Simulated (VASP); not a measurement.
Input of a VASP 6.6.1 run:

POSCAR

```
KF
1.0
    0.0000000000      2.6589566750      2.6589566750
    2.6589566750      0.0000000000      2.6589566750
    2.6589566750      2.6589566750      0.0000000000
K F
1 1
Direct
    0.0000000000      0.0000000000      0.0000000000
    0.5000000000      0.5000000000      0.5000000000
```

File INCAR.step1:

```
  ALGO = Normal
  EDIFF = 1E-4
  ENCUT = 520
  GGA = PE
  ISMEAR = -1
  LASPH = T
  LCHARG = F
  LREAL = F
  LWAVE = T
  NBANDS = 15
  NELM = 60
  PREC = Accurate
  SIGMA = 0.02
```

The input INCAR.step2:

```
  ALGO = Normal
  EDIFF = 1E-6
  ENCUT = 520
  ISIF = 2
  ISMEAR = -1
  ISTART = 1
  LASPH = T
  LCHARG = F
  LMIXTAU = T
  LREAL = F
  LWAVE = F
  METAGGA = R2SCAN
  NBANDS = 15
  NELM = 60
  PREC = Accurate
  SIGMA = 0.02
```

The input KPOINTS:

```
k-points
0
Gamma
  8 8 8
```

Potentials or basis: VASP PAW PBE potentials, release 64 (K_sv, F).

The run is started by

```bash
$ cat potpaw_PBE.64/K_sv/POTCAR potpaw_PBE.64/F/POTCAR > POTCAR
$ cp INCAR.step1 INCAR
$ mpirun -np 1 vasp_std > vasp.out
$ cp INCAR.step2 INCAR
$ mpirun -np 1 vasp_std > vasp.out
```

Q: Predict the band gap on the k mesh.

A: 6.91 eV, direct.

Q: Predict the pressure.

A: 0.0 GPa.

Caveat: the PAW data sets were made with another functional, which shifts forces and pressure a little. A k mesh can miss the band edges.
